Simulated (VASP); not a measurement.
Crystal: AlN.

```
Al N
1.0
     0.00000    2.19846    2.19846
     2.19846    0.00000    2.19846
     2.19846    2.19846    0.00000
Al N
1 1
Direct
  0.00000 0.00000 0.00000
  0.25000 0.25000 0.25000
```

Base run:

| Item | Value |
| --- | --- |
| Program | VASP 6.6.1 |
| Functional | BLYP |
| Potentials or basis | VASP PAW PBE potentials, release 64 (Al, N) |
| Cutoff | 520 eV |
| k mesh | 10 × 10 × 10 |
| Occupations | fermi-dirac, width 0.05 eV |
| Spin | no spin polarisation |

Its results: band gap on the k mesh 3.66 eV, indirect (least direct gap 4.30 eV); pressure 4.1 GPa.

Problem. After a change of settings the same cell gave: band gap on the k mesh 3.18 eV, indirect (least direct gap 3.96 eV); pressure -2.6 GPa. Which change was it?
A. functional from BLYP to LDA; potentials or basis from VASP PAW PBE potentials, release 64 (Al, N) to VASP PAW LDA potentials, release 64 (Al, N)
B. functional from BLYP to r2SCAN
C. functional from BLYP to PBEsol
D. functional from BLYP to RPBE; cutoff from 520 eV to 600 eV; dispersion from none to D3(BJ)

Solution. C.

PBEsol binds more tightly than BLYP, so the same cell stands under less pressure.

Caveats: the PAW data sets were made with another functional, which shifts forces and pressure a little.
